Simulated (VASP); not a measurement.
Write the native input for VASP 6.6.1 that does the following.

| Item | Value |
| --- | --- |
| Task | single point |
| Functional | PBEsol |
| Potentials or basis | VASP PAW PBE potentials, release 64 (Al, As) |
| Cutoff | 500 eV |
| k mesh | 10 × 10 × 10 |
| Occupations | gaussian, width 0.05 eV |
| Spin | no spin polarisation |
| Dipole correction | no |
| Further INCAR settings | ALGO = Normal; EDIFF = 1e-06; NBANDS = 11 |

The structure of AlAs lies in POSCAR:

```
AlAs
1.0
    0.0000000000      2.8398033913      2.8398033913
    2.8398033913      0.0000000000      2.8398033913
    2.8398033913      2.8398033913      0.0000000000
Al As
1 1
Direct
    0.0000000000      0.0000000000      0.0000000000
    0.7500000000      0.7500000000      0.7500000000
```

One way to write it, as run:

INCAR

```
SYSTEM = AlAs
PREC = Accurate
ENCUT = 500
EDIFF = 1E-6
ISMEAR = 0
SIGMA = 0.05
LREAL = .FALSE.
LASPH = .TRUE.
NELM = 120
ALGO = Normal
ISIF = 2
LWAVE = .FALSE.
LCHARG = .TRUE.
GGA = PS
LELF = .TRUE.
LVHAR = .TRUE.
NBANDS = 11
GGA_COMPAT = .FALSE.
```

KPOINTS

```
Automatic mesh
0
G
  10 10 10
  0 0 0
```

Potentials or basis: VASP PAW PBE potentials, release 64 (Al, As).

The run is started by

```sh
$ cat potpaw_PBE.64/Al/POTCAR potpaw_PBE.64/As/POTCAR > POTCAR
$ mpirun -np 1 vasp_std > vasp.out
```

It gave:

```json
{
 "Pressure": "0.1 GPa",
 "Band gap on the k mesh": "1.34 eV, indirect (least direct gap 1.90 eV)"
}
```

Caveat: the PAW data sets were made with another functional, which shifts forces and pressure a little.

It used 58 s of CPU time on 1 thread of AMD EPYC 7R13 Processor (Zen 3), on a shared host.
